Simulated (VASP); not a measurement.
# Li2P (CdCl2 type) (R-3m) in VASP: notebook

The runs below take Li2P (CdCl2 type) through single point, with r2SCAN.

All numbers are computed with VASP 6.6.1; they aren't measurements. Logs are shortened: lines on timing, memory, paths and dates and some standing lists are left out, and cuts for length are marked.

## Step 1: The cell of the first run

The typed cell holds 3 atoms: a = 3.493 Å, b = 3.493 Å, c = 3.493 Å, α = 60.03°, β = 60.03°, γ = 60.03°.

## Step 2: Single point, r2SCAN

POSCAR

```
Li2P
1.0
    1.7473963722     -1.0088597659      2.8514143745
    0.0000000000      2.0177195318      2.8514143745
   -1.7473963722     -1.0088597659      2.8514143745
P Li
1 2
Direct
    0.0000000000      0.0000000000      0.0000000000
    0.2500744393      0.2500744393      0.2500744393
    0.7499255607      0.7499255607      0.7499255607
```

INCAR.step1

```
SYSTEM = Li2P
PREC = Accurate ; ENCUT = 520
ISMEAR = -1 ; SIGMA = 0.05
LREAL = .False. ; LASPH = .True.
NELM = 80 ; NBANDS = 12
GGA = PE ; ALGO = Normal
EDIFF = 1E-4 ; LWAVE = .True.
LCHARG = .False.
```

INCAR.step2

```
SYSTEM = Li2P
PREC = Accurate ; ENCUT = 520
EDIFF = 1E-6 ; ISMEAR = -1
SIGMA = 0.05 ; LREAL = .False.
LASPH = .True. ; NELM = 80
ALGO = Normal ; ISIF = 2
LWAVE = .False. ; LCHARG = .True.
METAGGA = R2SCAN ; LMIXTAU = .True.
LELF = .True. ; LVHAR = .True.
NBANDS = 12 ; ISTART = 1
```

KPOINTS

```
Automatic mesh
0
Gamma
  13 13 13
  0 0 0
```

Potentials or basis: VASP PAW PBE potentials, release 64 (P, Li_sv).

Started as:

```console
cat potpaw_PBE.64/P/POTCAR potpaw_PBE.64/Li_sv/POTCAR > POTCAR
cp INCAR.step1 INCAR
mpirun -np 1 vasp_std > vasp.out
cp INCAR.step2 INCAR
mpirun -np 1 vasp_std > vasp.out
```

OUTCAR:

```text
SYSTEM = Li2P
   PREC = Accurate
   ENCUT = 520
   EDIFF = 1E-6
   ISMEAR = -1
   LREAL = .False.
   LASPH = .True.
   NELM = 80
   ISIF = 2
   METAGGA = R2SCAN
   ISTART = 1

 ion  position               nearest neighbor table
   1  0.000  0.000  0.000-   2 2.14   3 2.14   3 2.14   3 2.14   2 2.14   2 2.14   2 2.14   3 2.14

   2  0.250  0.250  0.250-   1 2.14   1 2.14   1 2.14   1 2.14   3 2.47   3 2.47   3 2.47   3 2.47
                             3 2.47   3 2.47
   3  0.750  0.750  0.750-   1 2.14   1 2.14   1 2.14   1 2.14   2 2.47   2 2.47   2 2.47   2 2.47
                             2 2.47   2 2.47

  LATTYP: Found a trigonal (rhomboedric) cell.
 ALAT       =     3.4931012072
 COS(alpha) =     0.4995156319

  Lattice vectors:

 A1 = (   1.7473963722,  -1.0088597659,   2.8514143745)
 A2 = (   0.0000000000,   2.0177195318,   2.8514143745)
 A3 = (  -1.7473963722,  -1.0088597659,   2.8514143745)

Analysis of symmetry for initial positions (statically):
=====================================================================
 Subroutine PRICEL returns:
 Original cell was already a primitive cell.

 Routine SETGRP: Setting up the symmetry group for a
 trigonal (rhombohedral) supercell.

 Subroutine GETGRP returns: Found 12 space group operations
 (whereof 12 operations were pure point group operations)
 out of a pool of 12 trial point group operations.

The static configuration has the point symmetry D_3d.

Analysis of symmetry for dynamics (positions and initial velocities):
=====================================================================
 Subroutine PRICEL returns:
 Original cell was already a primitive cell.

 Routine SETGRP: Setting up the symmetry group for a
 trigonal (rhombohedral) supercell.

 Subroutine GETGRP returns: Found 12 space group operations
 (whereof 12 operations were pure point group operations)
 out of a pool of 12 trial point group operations.

The dynamic configuration has the point symmetry D_3d.

 Subroutine INISYM returns: Found 12 space group operations
 (whereof 12 operations are pure point group operations),
 and found     1 'primitive' translations

----------------------------------------------------------------------------------------

                                     Primitive cell

  volume of cell :      30.1602

  direct lattice vectors                    reciprocal lattice vectors
     1.747396372 -1.008859766  2.851414375     0.286140001 -0.165203007  0.116901050
     0.000000000  2.017719532  2.851414375     0.000000000  0.330406013  0.116901050
    -1.747396372 -1.008859766  2.851414375    -0.286140001 -0.165203007  0.116901050

  length of vectors
     3.493101207  3.493101207  3.493101207     0.350476803  0.350476803  0.350476803

  position of ions in fractional coordinates (direct lattice)
     0.000000000  0.000000000  0.000000000
     0.250074439  0.250074439  0.250074439
     0.749925561  0.749925561  0.749925561

  ion indices of the primitive-cell ions
   primitive index   ion index
                 1           1
                 2           2
                 3           3

----------------------------------------------------------------------------------------

 KPOINTS: Automatic mesh

Automatic generation of k-mesh.
 Grid dimensions read from file:
 generate k-points for:   13   13   13

 Generating k-lattice:

  Cartesian coordinates                     Fractional coordinates (reciprocal lattice)
     0.022010769 -0.012707924  0.008992388     0.076923077  0.000000000  0.000000000
     0.000000000  0.025415847  0.008992388     0.000000000  0.076923077  0.000000000
    -0.022010769 -0.012707924  0.008992388     0.000000000  0.000000000  0.076923077

  Length of vectors
     0.026959754  0.026959754  0.026959754

  Shift w.r.t. Gamma in fractional coordinates (k-lattice)
     0.000000000  0.000000000  0.000000000

 Subroutine IBZKPT returns following result:
 ===========================================

 Found    231 irreducible k-points:

 Following reciprocal coordinates:
            Coordinates               Weight
  0.000000  0.000000  0.000000      1.000000
  0.076923  0.000000 -0.000000      6.000000
  0.153846  0.000000 -0.000000      6.000000
  0.230769  0.000000 -0.000000      6.000000
  0.307692  0.000000 -0.000000      6.000000
  0.384615 -0.000000 -0.000000      6.000000
[... 16 lines left out ...]
  0.384615  0.153846 -0.000000     12.000000
  0.461538  0.153846 -0.000000     12.000000
 [... further k-points ...]
   k-points           NKPTS =    231   k-points in BZ     NKDIM =    231   number of bands    NBANDS=     12
   number of dos      NEDOS =    301   number of ions     NIONS =      3
   total plane-waves  NPLWV =  21952
   dimension x,y,z NGX =    28 NGY =   28 NGZ =   28
   dimension x,y,z NGXF=    56 NGYF=   56 NGZF=   56
   ions per type =               1   2
   NGX,Y,Z   is equivalent  to a cutoff of  13.33, 13.33, 13.33 a.u.
   NGXF,Y,Z  is equivalent  to a cutoff of  26.65, 26.65, 26.65 a.u.
 SYSTEM =  Li2P
   PREC   = accura    normal or accurate (medium, high low for compatibility)
   ISTART =      1    job   : 0-new  1-cont  2-samecut
   ICHARG =      0    charge: 1-file 2-atom 10-const
   ISPIN  =      1    spin polarized calculation?
   LNONCOLLINEAR =      F non collinear calculations
   LSORBIT =      F    spin-orbit coupling
   LASPH  =      T    aspherical Exc in radial PAW
   ENCUT  =  520.0 eV  38.22 Ry    6.18 a.u.   6.49  6.49  6.49*2*pi/ulx,y,z
   NELM   =     80;   NELMIN=  2; NELMDL=  0     # of ELM steps
   EDIFF  = 0.1E-05   stopping-criterion for ELM
   LREAL  =      F    real-space projection
[... 7 lines left out ...]
   TEBEG  =    0.0;   TEEND  =   0.0 temperature during run
   PSTRESS=    0.0 pullay stress
   NELECT =      11.0000    total number of electrons
   NUPDOWN=      -1.0000    fix difference up-down
   EMIN   =  10.00;   EMAX   =-10.00  energy-range for DOS
   EFERMI =   0.00;   METHOD = LEGACY
   ISMEAR =    -1;   SIGMA  =   0.05  broadening in eV -4-tet -1-fermi 0-gaus
   EFERMI_NEDOS =   21; number of points for ismear=-14 and -15
   IALGO  =     38    algorithm
   IMIX   =      4    mixing-type and parameters
     AMIX     =   0.40;   BMIX     =  1.00
     AMIX_MAG =   1.60;   BMIX_MAG =  1.00
  volume/ion in A,a.u.               =      10.05        67.84
  Fermi-wavevector in a.u.,A,eV,Ry     =   1.169664  2.210344 18.614319  1.368114
  Thomas-Fermi vector in A             =   2.306134
   LORBIT       =      0    0 simple, 1 ext, 2 COOP (PROOUT), +10 PAW based schemes
   METAGGA = R2SCAN    functional components
   LHFCALC =     F    Hartree Fock is set to
   AEXX    =    0.0000 exact exchange contribution
   IVDW    =     0    specifies the selected vdW correction
   LEPSILON=     F    determine dielectric tensor
   LRPA    =     F    only Hartree local field effects (RPA)
 non-spin polarized calculation
  energy-cutoff  :      520.00
  volume of cell :       30.16
 maximum number of plane-waves:       869
 NGX is ok and might be reduce to    28
   NGX = 13   NGY = 13   NGZ = 13

 number of electron      10.9999993 magnetization

 Free energy of the ion-electron system (eV)
  ---------------------------------------------------
  ext. energy  EPLUGINS =         0.00000000
  ---------------------------------------------------
  free energy    TOTEN  =       -13.10146741 eV

  energy without entropy =      -13.09153621  energy(sigma->0) =      -13.09650181

 E-fermi :   5.2047     XC(G=0): -10.8682

 val. band max:        5.2043213205   @ k =  -0.4615   0.1538   0.1538
 cond. band min:       5.2072071663   @ k =  -0.4615   0.0769   0.0000
 fundamental gap:      0.0028858458
 Fermi energy:         5.2046806828

 k-point     1 :       0.0000    0.0000    0.0000
  band No.  band energies     occupation
      1     -40.6182      2.00000
      2     -40.4041      2.00000
      3      -5.8429      2.00000
      4       6.8188      0.00000
      5       6.8188      0.00000
      6       6.8272      0.00000
      7      11.1408      0.00000
      8      11.1408      0.00000
      9      11.1532      0.00000
     10      14.7051      0.00000
     11      17.3246      0.00000
     12      17.3246      0.00000

 k-point     2 :       0.0769    0.0000   -0.0000
  band No.  band energies     occupation
      1     -40.6145      2.00000
      2     -40.4067      2.00000
      3      -5.7907      2.00000
      4       6.2138      0.00000
      5       6.6959      0.00000
      6       6.7031      0.00000
      7      11.3523      0.00000
      8      11.3633      0.00000
      9      11.6216      0.00000
     10      14.8953      0.00000
     11      16.7624      0.00000
     12      16.7636      0.00000

 k-point     3 :       0.1538    0.0000   -0.0000
  band No.  band energies     occupation
      1     -40.6041      2.00000
      2     -40.4146      2.00000
      3      -5.6375      2.00000
      4       4.9500      1.98780
      5       6.4074      0.00000
      6       6.4139      0.00000
      7      11.8148      0.00000
      8      11.8248      0.00000
      9      12.4987      0.00000
     10      15.4196      0.00000
     11      16.0237      0.00000
     12      16.0277      0.00000
[... 286 lines left out ...]
 k-point    23 :       0.3846    0.1538   -0.0000
  band No.  band energies     occupation
      1     -40.5532      2.00000
      2     -40.4555      2.00000
      3      -4.8458      2.00000
      4       2.1714      2.00000
      5       4.7692      1.99967
      6       5.2182      0.86565
      7      11.3555      0.00000
      8      13.5158      0.00000
      9      14.0246      0.00000
     10      15.2146      0.00000
     11      19.2467      0.00000
     12      19.4339      0.00000

 k-point    24 :       0.4615    0.1538   -0.0000
  band No.  band energies     occupation
      1     -40.5309      2.00000
      2     -40.4756      2.00000
      3      -4.5768      2.00000
      4       1.3886      2.00000
      5       4.7769      1.99962
      6       4.8787      1.99706
      7      11.3105      0.00000
      8      13.1125      0.00000
      9      15.3202      0.00000
     10      15.7252      0.00000
     11      19.6728      0.00000
     12      20.4643      0.00000

 [... further k-points ...]

------------------------ aborting loop because EDIFF is reached ----------------------------------------

  FORCE on cell =-STRESS in cart. coord.  units (eV):
  Direction    XX          YY          ZZ          XY          YZ          ZX
  --------------------------------------------------------------------------------------
  -------------------------------------------------------------------------------------
  Total        9.2900221      9.2900221      9.2849060     -0.0000000     -0.0000000      0.0000000
  in kB      493.5072194    493.5072194    493.2354433     -0.0000000     -0.0000000      0.0000000
  external PRESSURE =     493.4166274 kB  Pullay stress =       0.0000000 kB

 VOLUME and BASIS-vectors are now :
 -----------------------------------------------------------------------------
  energy-cutoff  :      520.00
  volume of cell :       30.16
      direct lattice vectors                 reciprocal lattice vectors
     1.747396372 -1.008859766  2.851414375     0.286140001 -0.165203007  0.116901050
     0.000000000  2.017719532  2.851414375     0.000000000  0.330406013  0.116901050
    -1.747396372 -1.008859766  2.851414375    -0.286140001 -0.165203007  0.116901050

 POSITION                                       TOTAL-FORCE (eV/Angst)
 -----------------------------------------------------------------------------------
      0.00000      0.00000      0.00000        -0.000000      0.000000      0.000000
      0.00000      0.00000      2.13920         0.000000     -0.000000      0.002243
      0.00000      0.00000      6.41505         0.000000     -0.000000     -0.002243
 -----------------------------------------------------------------------------------
    total drift:                                0.000000      0.000000     -0.000000

  FREE ENERGIE OF THE ION-ELECTRON SYSTEM (eV)
  ---------------------------------------------------
  free  energy   TOTEN  =       -13.1014674133 eV

  energy  without entropy=      -13.0915362083  energy(sigma->0) =      -13.09650181
```

Wall time 12 min (1 thread of Oxide Virtual Turin-like, shared host); peak memory 0.18 GiB.

Results:

* Free energy: -13.1015 eV
* Band gap on the k mesh: zero (an odd number of electrons rules out a gap without spin polarisation)

Forces on the atoms (eV/Å):
```
P    0.000  0.000  0.000
Li   0.000  0.000  0.002
Li   0.000  0.000 -0.002
```

Caveat: the cutoff is under 1.25 times the usual one of these potentials, so pressure, stress and relaxed cells hold a basis-set (Pulay) error; the PAW data sets were made with another functional, which shifts forces and pressure a little.

## Step 3: Single point, r2SCAN (10.05 Å³/atom)

POSCAR

```
Li2P
1.0
    1.7473963722     -1.0088597659      2.8514143746
    0.0000000000      2.0177195318      2.8514143745
   -1.7473963722     -1.0088597659      2.8514143746
P Li
1 2
Direct
    0.0000000000      0.0000000000      0.0000000000
    0.2500744393      0.2500744393      0.2500744393
    0.7499255607      0.7499255607      0.7499255607
```

INCAR.step1

```
  PREC = Accurate
  ENCUT = 520
  ISMEAR = -1
  SIGMA = 0.05
  LREAL = F
  LASPH = T
  NELM = 80
  NBANDS = 12
  GGA = PE
  ALGO = Normal
  EDIFF = 1E-4
  LWAVE = T
  LCHARG = F
```

INCAR.step2

```
  PREC = Accurate
  ENCUT = 520
  EDIFF = 1E-6
  ISMEAR = -1
  SIGMA = 0.05
  LREAL = F
  LASPH = T
  NELM = 80
  ALGO = Normal
  ISIF = 2
  LWAVE = F
  LCHARG = F
  METAGGA = R2SCAN
  LMIXTAU = T
  NBANDS = 12
  ISTART = 1
```

KPOINTS

```
Automatic mesh
0
Gamma
  13 13 13
```

Potentials or basis: VASP PAW PBE potentials, release 64 (P, Li_sv).

Started as:

```console
cat potpaw_PBE.64/P/POTCAR potpaw_PBE.64/Li_sv/POTCAR > POTCAR
cp INCAR.step1 INCAR
mpirun -np 1 vasp_std > vasp.out
cp INCAR.step2 INCAR
mpirun -np 1 vasp_std > vasp.out
```

OUTCAR:

```text
PREC = Accurate
   ENCUT = 520
   EDIFF = 1E-6
   ISMEAR = -1
   LREAL = F
   LASPH = T
   NELM = 80
   ISIF = 2
   METAGGA = R2SCAN
   ISTART = 1

 ion  position               nearest neighbor table
   1  0.000  0.000  0.000-   2 2.14   3 2.14   3 2.14   3 2.14   2 2.14   2 2.14   2 2.14   3 2.14

   2  0.250  0.250  0.250-   1 2.14   1 2.14   1 2.14   1 2.14   3 2.47   3 2.47   3 2.47   3 2.47
                             3 2.47   3 2.47
   3  0.750  0.750  0.750-   1 2.14   1 2.14   1 2.14   1 2.14   2 2.47   2 2.47   2 2.47   2 2.47
[... 558 lines left out ...]

  FORCE on cell =-STRESS in cart. coord.  units (eV):
  Direction    XX          YY          ZZ          XY          YZ          ZX
  --------------------------------------------------------------------------------------
  -------------------------------------------------------------------------------------
  Total        9.2900221      9.2900221      9.2849060     -0.0000000     -0.0000000      0.0000000
  in kB      493.5072197    493.5072197    493.2354434     -0.0000000     -0.0000000      0.0000000
  external PRESSURE =     493.4166276 kB  Pullay stress =       0.0000000 kB

 VOLUME and BASIS-vectors are now :
 -----------------------------------------------------------------------------
  energy-cutoff  :      520.00
  volume of cell :       30.16
      direct lattice vectors                 reciprocal lattice vectors
     1.747396372 -1.008859766  2.851414375     0.286140001 -0.165203007  0.116901050
     0.000000000  2.017719532  2.851414375     0.000000000  0.330406013  0.116901050
    -1.747396372 -1.008859766  2.851414375    -0.286140001 -0.165203007  0.116901050

 POSITION                                       TOTAL-FORCE (eV/Angst)
 -----------------------------------------------------------------------------------
      0.00000      0.00000      0.00000         0.000000     -0.000000      0.000000
      0.00000      0.00000      2.13920         0.000000      0.000000      0.002243
      0.00000      0.00000      6.41505         0.000000      0.000000     -0.002243
 -----------------------------------------------------------------------------------
    total drift:                                0.000000      0.000000     -0.000000

  FREE ENERGIE OF THE ION-ELECTRON SYSTEM (eV)
  ---------------------------------------------------
  free  energy   TOTEN  =       -13.1014674128 eV

  energy  without entropy=      -13.0915362078  energy(sigma->0) =      -13.09650181
```

Run time: 11 min. Hardware: 1 thread of Oxide Virtual Turin-like, shared host; peak memory 0.18 GiB.

Results:

```
Free energy            : -13.1015 eV
Band gap on the k mesh : zero (an odd number of electrons rules out a gap without spin polarisation)
```

Forces on the atoms (eV/Å):
```
P    0.000  0.000  0.000
Li   0.000  0.000  0.002
Li   0.000  0.000 -0.002
```

Levels at points of the mesh, in eV from the Fermi level:
```tsv
k point	band 2	band 3	band 4	band 5	band 6	band 7	band 8	band 9	band 10	band 11
(0.00, 0.00, 0.00)	-45.61	-11.05	1.61	1.61	1.62	5.94	5.94	5.95	9.50	12.12
```

Caveat: the cutoff is under 1.25 times the usual one of these potentials, so pressure, stress and relaxed cells hold a basis-set (Pulay) error; the PAW data sets were made with another functional, which shifts forces and pressure a little.

## Step 4: Single point, r2SCAN

This run uses another cell than the first one, of 16.76 Å³/atom.

POSCAR

```
Li2P
1.0
    2.0717193423     -1.1961077199      3.3808826924
    0.0000000000      2.3922154399      3.3808826924
   -2.0717193423     -1.1961077199      3.3808826924
P Li
1 2
Direct
    0.0000000000      0.0000000000      0.0000000000
    0.2500369796      0.2500369796      0.2500369796
    0.7499630204      0.7499630204      0.7499630204
```

INCAR.step1

```
SYSTEM = Li2P
PREC     = Accurate       ! precision mode
ENCUT    = 520            ! plane-wave cutoff, eV
ISMEAR   = -1             ! smearing method
SIGMA    = 0.05           ! smearing width, eV
LREAL    = .False.        ! projectors in reciprocal space
LASPH    = .True.         ! aspherical terms in the spheres
NELM     = 60             ! most SCF steps
NBANDS   = 12             ! bands
GGA      = PE             ! functional
ALGO     = Normal         ! electronic algorithm
EDIFF    = 1E-4           ! SCF threshold, eV
LWAVE    = .True.         ! write WAVECAR
LCHARG   = .False.        ! write CHGCAR
```

INCAR.step2

```
SYSTEM = Li2P
PREC     = Accurate       ! precision mode
ENCUT    = 520            ! plane-wave cutoff, eV
EDIFF    = 1E-6           ! SCF threshold, eV
ISMEAR   = -1             ! smearing method
SIGMA    = 0.05           ! smearing width, eV
LREAL    = .False.        ! projectors in reciprocal space
LASPH    = .True.         ! aspherical terms in the spheres
NELM     = 60             ! most SCF steps
ALGO     = Normal         ! electronic algorithm
ISIF     = 2              ! what is computed and relaxed
LWAVE    = .False.        ! write WAVECAR
LCHARG   = .False.        ! write CHGCAR
METAGGA  = R2SCAN         ! meta-GGA
LMIXTAU  = .True.       
NBANDS   = 12             ! bands
ISTART   = 1
```

KPOINTS

```
regular mesh
0
Gamma
  13 13 13
  0 0 0
```

Started as:

```console
cat potpaw_PBE.64/P/POTCAR potpaw_PBE.64/Li_sv/POTCAR > POTCAR
cp INCAR.step1 INCAR
mpirun -np 1 vasp_std > vasp.out
cp INCAR.step2 INCAR
mpirun -np 1 vasp_std > vasp.out
```

Run time: 16 min. Hardware: 1 thread of Oxide Virtual Turin-like, shared host; peak memory 0.23 GiB.

Results (log left out):

```
Free energy            : -15.1091 eV
Band gap on the k mesh : zero (an odd number of electrons rules out a gap without spin polarisation)
```

Forces in eV/Å, atoms in the order of the input:
```
P    0.000  0.000  0.000
Li   0.000  0.000  0.003
Li   0.000  0.000 -0.003
```

Levels at points of the mesh, in eV from the Fermi level:
```
           k point  band 2  band 3  band 4  band 5  band 6  band 7  band 8  band 9  band 10  band 11
(0.00, 0.00, 0.00)  -46.05   -9.55    0.82    0.82    0.83    5.33    5.84    5.84     5.85    10.54
```

Caveat: the cutoff is under 1.25 times the usual one of these potentials, so pressure, stress and relaxed cells hold a basis-set (Pulay) error; the PAW data sets were made with another functional, which shifts forces and pressure a little.
